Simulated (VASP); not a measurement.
Wanted: the native input for a VASP 6.6.1 run.

```yaml
Task: single point
Functional: r2SCAN
Potentials_or_basis: VASP PAW PBE potentials, release 64 (Sr_sv, O)
Cutoff: 520 eV
k_mesh: 8 × 8 × 8
Occupations: gaussian, width 0.05 eV
Spin: no spin polarisation
Dipole_correction: no
Further_INCAR_settings: ALGO = Normal; EDIFF = 1e-06; NBANDS = 15
```

Crystal: SrO.

```
Sr O
1.0
     0.00000    2.67259    2.46701
     2.67259    0.00000    2.46701
     2.67259    2.67259    0.00000
Sr O
1 1
Direct
  0.00000 0.00000 0.00000
  0.50000 0.50000 0.50000
```

This cell differs from its parent crystal: strain +0.040 along x and y, -0.040 along z.

The input as run:

POSCAR

```
SrO
1.0
    0.0000000000      2.6725920000      2.4670080000
    2.6725920000      0.0000000000      2.4670080000
    2.6725920000      2.6725920000      0.0000000000
Sr O
1 1
Direct
    0.0000000000      0.0000000000      0.0000000000
    0.5000000000      0.5000000000      0.5000000000
```

INCAR.step1

```
SYSTEM = SrO
ALGO = Normal
EDIFF = 1E-4
ENCUT = 520
GGA = PE
ISMEAR = 0
LASPH = .True.
LCHARG = .False.
LREAL = .False.
LWAVE = .True.
NBANDS = 15
NELM = 60
PREC = Accurate
SIGMA = 0.05
```

INCAR.step2

```
SYSTEM = SrO
ALGO = Normal
EDIFF = 1E-6
ENCUT = 520
ISIF = 2
ISMEAR = 0
ISTART = 1
LASPH = .True.
LCHARG = .False.
LMIXTAU = .True.
LREAL = .False.
LWAVE = .False.
METAGGA = R2SCAN
NBANDS = 15
NELM = 60
PREC = Accurate
SIGMA = 0.05
```

KPOINTS

```
k-points
0
Gamma
  8 8 8
  0 0 0
```

Potentials or basis: VASP PAW PBE potentials, release 64 (Sr_sv, O).

Run with:

```bash
$ cat potpaw_PBE.64/Sr_sv/POTCAR potpaw_PBE.64/O/POTCAR > POTCAR
$ cp INCAR.step1 INCAR
$ mpirun -np 1 vasp_std > vasp.out
$ cp INCAR.step2 INCAR
$ mpirun -np 1 vasp_std > vasp.out
```

It gave:

```yaml
Pressure: -0.4 GPa
Band_gap_on_the_k_mesh: 3.35 eV (least direct gap 3.69 eV)
```

Caveat: the cell differs from its parent crystal (strain +0.040 along x and y, -0.040 along z); the PAW data sets were made with another functional, which shifts forces and pressure a little.

Run time: 2.9 min on 1 thread of Intel Xeon 8259CL (shared host), peak memory 0.18 GiB.
